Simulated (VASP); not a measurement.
# In2O3 (R-3c) in VASP: further runs

The runs below take In2O3 through single point, with PBE, LDA, r2SCAN.

Everything below comes from runs of VASP 6.6.1. Logs are shortened: lines on timing, memory, paths and dates and some standing lists are left out, and cuts for length are marked.

**1. The cell of the first run**

It takes space group R-3c (No. 167, trigonal). Conventional cell: a = 5.487 Å, b = 5.487 Å, c = 14.510 Å, α = 90.00°, β = 90.00°, γ = 120.00°. In (site symmetry 3) has 6 O at 2.12 to 2.26 Å within 2.8 Å. O (site symmetry 2) has 4 In at 2.12 to 2.26 Å and 8 O at 2.83 to 3.10 Å within 3.1 Å.

**2. Single point, PBE**

INCAR reads:

```
SYSTEM = In2O3
PREC     = Accurate       ! precision mode
ENCUT    = 520            ! plane-wave cutoff, eV
EDIFF    = 1E-6           ! SCF threshold, eV
ISMEAR   = -1             ! smearing method
SIGMA    = 0.05           ! smearing width, eV
LREAL    = .False.        ! projectors in reciprocal space
LASPH    = .True.         ! aspherical terms in the spheres
NELM     = 100            ! most SCF steps
ALGO     = Normal         ! electronic algorithm
ISIF     = 2              ! what is computed and relaxed
LWAVE    = .False.        ! write WAVECAR
LCHARG   = .False.        ! write CHGCAR
GGA      = PE             ! functional
NBANDS   = 55             ! bands
```

KPOINTS reads:

```
Automatic mesh
0
Gamma
  6 6 6
  0 0 0
```

POSCAR reads:

```
In2O3
1.0
    2.7435000000      1.5839604635      4.8366666667
   -2.7435000000      1.5839604635      4.8366666667
    0.0000000000     -3.1679209270      4.8366666667
In O
4 6
Direct
    0.8573100000      0.8573100000      0.8573100000
    0.6426900000      0.6426900000      0.6426900000
    0.1426900000      0.1426900000      0.1426900000
    0.3573100000      0.3573100000      0.3573100000
    0.0480000000      0.7500000000      0.4520000000
    0.7500000000      0.4520000000      0.0480000000
    0.4520000000      0.0480000000      0.7500000000
    0.9520000000      0.2500000000      0.5480000000
    0.2500000000      0.5480000000      0.9520000000
    0.5480000000      0.9520000000      0.2500000000
```

Potentials or basis: VASP PAW PBE potentials, release 64 (In_d, O).

Started as:

```sh
$ cat potpaw_PBE.64/In_d/POTCAR potpaw_PBE.64/O/POTCAR > POTCAR
$ mpirun -np 1 vasp_std > vasp.out
```

OUTCAR:

```text
SYSTEM = In2O3
   PREC = Accurate
   ENCUT = 520
   EDIFF = 1E-6
   ISMEAR = -1
   LREAL = .False.
   LASPH = .True.
   NELM = 100
   ISIF = 2
   GGA = PE

 ion  position               nearest neighbor table
   1  0.857  0.857  0.857-   8 2.12  10 2.12   9 2.12   6 2.26   5 2.26   7 2.26   2 3.11   3 3.24
                             3 3.24   3 3.24   2 3.61   2 3.61   2 3.61   4 3.99   4 3.99   4 3.99
   2  0.643  0.643  0.643-   9 2.12  10 2.12   8 2.12   6 2.26   5 2.26   7 2.26   1 3.11   4 3.24
                             4 3.24   4 3.24   1 3.61   1 3.61   1 3.61   3 3.99   3 3.99   3 3.99
   3  0.143  0.143  0.143-   5 2.12   7 2.12   6 2.12   8 2.26   9 2.26  10 2.26   4 3.11   1 3.24
                             1 3.24   1 3.24   4 3.61   4 3.61   4 3.61   2 3.99   2 3.99   2 3.99
   4  0.357  0.357  0.357-   6 2.12   7 2.12   5 2.12   8 2.26   9 2.26  10 2.26   3 3.11   2 3.24
                             2 3.24   2 3.24   3 3.61   3 3.61   3 3.61   1 3.99   1 3.99   1 3.99
   5  0.048  0.750  0.452-   3 2.12   4 2.12   1 2.26   2 2.26
   6  0.750  0.452  0.048-   4 2.12   3 2.12   1 2.26   2 2.26
   7  0.452  0.048  0.750-   3 2.12   4 2.12   1 2.26   2 2.26
   8  0.952  0.250  0.548-   1 2.12   2 2.12   3 2.26   4 2.26
   9  0.250  0.548  0.952-   2 2.12   1 2.12   3 2.26   4 2.26
  10  0.548  0.952  0.250-   1 2.12   2 2.12   3 2.26   4 2.26

  LATTYP: Found a trigonal (rhomboedric) cell.
 ALAT       =     5.7817875648
 COS(alpha) =     0.5496857780

  Lattice vectors:

 A1 = (   2.7435000000,   1.5839604635,   4.8366666667)
 A2 = (  -2.7435000000,   1.5839604635,   4.8366666667)
 A3 = (   0.0000000000,  -3.1679209270,   4.8366666667)

Analysis of symmetry for initial positions (statically):
=====================================================================
 Subroutine PRICEL returns:
 Original cell was already a primitive cell.

 Routine SETGRP: Setting up the symmetry group for a
 trigonal (rhombohedral) supercell.

 Subroutine GETGRP returns: Found 12 space group operations
 (whereof  6 operations were pure point group operations)
 out of a pool of 12 trial point group operations.

The static configuration has the point symmetry S_6 .
 The point group associated with its full space group is D_3d.

Analysis of symmetry for dynamics (positions and initial velocities):
=====================================================================
 Subroutine PRICEL returns:
 Original cell was already a primitive cell.

 Routine SETGRP: Setting up the symmetry group for a
 trigonal (rhombohedral) supercell.

 Subroutine GETGRP returns: Found 12 space group operations
 (whereof  6 operations were pure point group operations)
 out of a pool of 12 trial point group operations.

The dynamic configuration has the point symmetry S_6 .
 The point group associated with its full space group is D_3d.

 Subroutine INISYM returns: Found 12 space group operations
 (whereof  6 operations are pure point group operations),
 and found     1 'primitive' translations

----------------------------------------------------------------------------------------

                                     Primitive cell

  volume of cell :     126.1092

  direct lattice vectors                    reciprocal lattice vectors
     2.743500000  1.583960463  4.836666667     0.182248952  0.105221482  0.068917988
    -2.743500000  1.583960463  4.836666667    -0.182248952  0.105221482  0.068917988
     0.000000000 -3.167920927  4.836666667     0.000000000 -0.210442963  0.068917988

  length of vectors
     5.781787565  5.781787565  5.781787565     0.221440578  0.221440578  0.221440578

  position of ions in fractional coordinates (direct lattice)
     0.857310000  0.857310000  0.857310000
     0.642690000  0.642690000  0.642690000
     0.142690000  0.142690000  0.142690000
     0.357310000  0.357310000  0.357310000
     0.048000000  0.750000000  0.452000000
     0.750000000  0.452000000  0.048000000
     0.452000000  0.048000000  0.750000000
     0.952000000  0.250000000  0.548000000
     0.250000000  0.548000000  0.952000000
     0.548000000  0.952000000  0.250000000

  ion indices of the primitive-cell ions
   primitive index   ion index
                 1           1
                 2           2
                 3           3
                 4           4
                 5           5
                 6           6
                 7           7
                 8           8
                 9           9
                10          10

----------------------------------------------------------------------------------------

 KPOINTS: Automatic mesh

Automatic generation of k-mesh.
 Grid dimensions read from file:
 generate k-points for:    6    6    6

 Generating k-lattice:

  Cartesian coordinates                     Fractional coordinates (reciprocal lattice)
     0.030374825  0.017536914  0.011486331     0.166666667 -0.000000000 -0.000000000
    -0.030374825  0.017536914  0.011486331    -0.000000000  0.166666667 -0.000000000
     0.000000000 -0.035073827  0.011486331    -0.000000000 -0.000000000  0.166666667

  Length of vectors
     0.036906763  0.036906763  0.036906763

  Shift w.r.t. Gamma in fractional coordinates (k-lattice)
     0.000000000  0.000000000  0.000000000

 Subroutine IBZKPT returns following result:
 ===========================================

 Found     32 irreducible k-points:

 Following reciprocal coordinates:
            Coordinates               Weight
  0.000000  0.000000  0.000000      1.000000
  0.166667 -0.000000  0.000000      6.000000
  0.333333 -0.000000  0.000000      6.000000
  0.500000 -0.000000  0.000000      3.000000
  0.166667  0.166667  0.000000      6.000000
  0.333333  0.166667 -0.000000     12.000000
[... 16 lines left out ...]
  0.500000  0.500000  0.166667      6.000000
 -0.333333  0.500000  0.166667     12.000000
 [... further k-points ...]
   k-points           NKPTS =     32   k-points in BZ     NKDIM =     32   number of bands    NBANDS=     55
   number of dos      NEDOS =    301   number of ions     NIONS =     10
   total plane-waves  NPLWV = 110592
   dimension x,y,z NGX =    48 NGY =   48 NGZ =   48
   dimension x,y,z NGXF=    96 NGYF=   96 NGZF=   96
   ions per type =               4   6
   NGX,Y,Z   is equivalent  to a cutoff of  13.80, 13.80, 13.80 a.u.
   NGXF,Y,Z  is equivalent  to a cutoff of  27.60, 27.60, 27.60 a.u.
 SYSTEM =  In2O3
   PREC   = accura    normal or accurate (medium, high low for compatibility)
   ISTART =      0    job   : 0-new  1-cont  2-samecut
   ICHARG =      2    charge: 1-file 2-atom 10-const
   ISPIN  =      1    spin polarized calculation?
   LNONCOLLINEAR =      F non collinear calculations
   LSORBIT =      F    spin-orbit coupling
   LASPH  =      T    aspherical Exc in radial PAW
   ENCUT  =  520.0 eV  38.22 Ry    6.18 a.u.  10.75 10.75 10.75*2*pi/ulx,y,z
   NELM   =    100;   NELMIN=  2; NELMDL= -5     # of ELM steps
   EDIFF  = 0.1E-05   stopping-criterion for ELM
   LREAL  =      F    real-space projection
   EDIFFG = 0.1E-04   stopping-criterion for IOM
   NSW    =      0    number of steps for IOM
   IBRION =     -1    ionic relax: 0-MD 1-quasi-New 2-CG
   NFREE  =      0    steps in history (QN), initial steepest desc. (CG)
   ISIF   =      2    stress and relaxation
   ISYM   =      2    0-nonsym 1-usesym 2-fastsym
   POTIM  = 0.5000    time-step for ionic-motion
   TEBEG  =    0.0;   TEEND  =   0.0 temperature during run
   PSTRESS=    0.0 pullay stress
   NELECT =      88.0000    total number of electrons
   NUPDOWN=      -1.0000    fix difference up-down
   EMIN   =  10.00;   EMAX   =-10.00  energy-range for DOS
   EFERMI =   0.00;   METHOD = LEGACY
   ISMEAR =    -1;   SIGMA  =   0.05  broadening in eV -4-tet -1-fermi 0-gaus
   EFERMI_NEDOS =   21; number of points for ismear=-14 and -15
   IALGO  =     38    algorithm
   IMIX   =      4    mixing-type and parameters
     AMIX     =   0.40;   BMIX     =  1.00
     AMIX_MAG =   1.60;   BMIX_MAG =  1.00
  volume/ion in A,a.u.               =      12.61        85.10
  Fermi-wavevector in a.u.,A,eV,Ry     =   1.452068  2.744010 28.687886  2.108500
  Thomas-Fermi vector in A             =   2.569492
   LORBIT       =      0    0 simple, 1 ext, 2 COOP (PROOUT), +10 PAW based schemes
   GGA     = PE    functional components
   LHFCALC =     F    Hartree Fock is set to
   AEXX    =    0.0000 exact exchange contribution
   IVDW    =     0    specifies the selected vdW correction
   LEPSILON=     F    determine dielectric tensor
   LRPA    =     F    only Hartree local field effects (RPA)
 non-spin polarized calculation
  energy-cutoff  :      520.00
  volume of cell :      126.11
 maximum number of plane-waves:      3426
 NGX is ok and might be reduce to    48
   NGX = 21   NGY = 21   NGZ = 21

 number of electron      88.0000008 magnetization

 Free energy of the ion-electron system (eV)
  ---------------------------------------------------
  ext. energy  EPLUGINS =         0.00000000
  ---------------------------------------------------
  free energy    TOTEN  =       -55.28730972 eV

  energy without entropy =      -55.28730947  energy(sigma->0) =      -55.28730959

 E-fermi :   6.3769     XC(G=0): -11.2355

 val. band max:        5.6269769069   @ k =   0.3333  -0.0000   0.0000
 cond. band min:       6.9224250143   @ k =   0.0000   0.0000   0.0000
 fundamental gap:      1.2954481074
 Fermi energy:         6.3769495630

 k-point     1 :       0.0000    0.0000    0.0000
  band No.  band energies     occupation
      1     -12.0182      2.00000
      2     -11.1367      2.00000
      3     -11.1367      2.00000
      4     -10.9150      2.00000
      5     -10.9150      2.00000
      6     -10.8169      2.00000
[... 47 lines left out ...]
     54      15.5971      0.00000
[... 1333 lines left out ...]
     54      16.2728      0.00000
     55      16.9087      0.00000

 [... further k-points ...]

------------------------ aborting loop because EDIFF is reached ----------------------------------------

  FORCE on cell =-STRESS in cart. coord.  units (eV):
  Direction    XX          YY          ZZ          XY          YZ          ZX
  --------------------------------------------------------------------------------------
  -------------------------------------------------------------------------------------
  Total        7.4726725      7.4726725      6.2178105     -0.0000000      0.0000000      0.0000000
  in kB       94.9379435     94.9379435     78.9953189     -0.0000000      0.0000000      0.0000000
  external PRESSURE =      89.6237353 kB  Pullay stress =       0.0000000 kB

 VOLUME and BASIS-vectors are now :
 -----------------------------------------------------------------------------
  energy-cutoff  :      520.00
  volume of cell :      126.11
      direct lattice vectors                 reciprocal lattice vectors
     2.743500000  1.583960463  4.836666667     0.182248952  0.105221482  0.068917988
    -2.743500000  1.583960463  4.836666667    -0.182248952  0.105221482  0.068917988
     0.000000000 -3.167920927  4.836666667     0.000000000 -0.210442963  0.068917988

 POSITION                                       TOTAL-FORCE (eV/Angst)
 -----------------------------------------------------------------------------------
      0.00000      0.00000     12.43957        -0.000000     -0.000000      0.005941
      0.00000      0.00000      9.32543        -0.000000     -0.000000     -0.005941
      0.00000      0.00000      2.07043        -0.000000     -0.000000     -0.005941
      0.00000      0.00000      5.18457        -0.000000     -0.000000      0.005941
     -1.92594     -0.16790      6.04583        -0.069553     -0.120470     -0.000000
      0.81756      1.75186      6.04583        -0.069553      0.120470     -0.000000
      1.10837     -1.58396      6.04583         0.139107     -0.000000     -0.000000
      1.92594      0.16790      8.46417         0.069553      0.120470     -0.000000
     -0.81756     -1.75186      8.46417         0.069553     -0.120470     -0.000000
     -1.10837      1.58396      8.46417        -0.139107     -0.000000      0.000000
 -----------------------------------------------------------------------------------
    total drift:                                0.000000     -0.000000      0.000000

  FREE ENERGIE OF THE ION-ELECTRON SYSTEM (eV)
  ---------------------------------------------------
  free  energy   TOTEN  =       -55.2873097153 eV

  energy  without entropy=      -55.2873094671  energy(sigma->0) =      -55.28730959
```

It took 9.4 min on 1 thread of Intel Xeon 8259CL, shared host; peak memory 0.4 GiB.

Results:

| Item | Value |
| --- | --- |
| Free energy | -55.2873 eV |
| Pressure | 9.0 GPa |
| Largest force | 0.139 eV/Å |
| Band gap on the k mesh | 1.30 eV (least direct gap 1.34 eV) |

Forces on the atoms (eV/Å):
```
In   0.000  0.000  0.006
In   0.000  0.000 -0.006
In   0.000  0.000 -0.006
In   0.000  0.000  0.006
O   -0.070 -0.120  0.000
O   -0.070  0.120  0.000
O    0.139  0.000  0.000
O    0.070  0.120  0.000
O    0.070 -0.120  0.000
O   -0.139  0.000  0.000
```

Stress tensor (GPa, compression positive):
```
9.49 0.00 0.00
0.00 9.49 0.00
0.00 0.00 7.90
```

Caveat: the cell stands under pressure; spin-orbit coupling is left out, which moves the levels of the heavy elements. PBE gaps usually lie below the measured ones, often by a third to a half.

(Continued in part 2 of 2.)
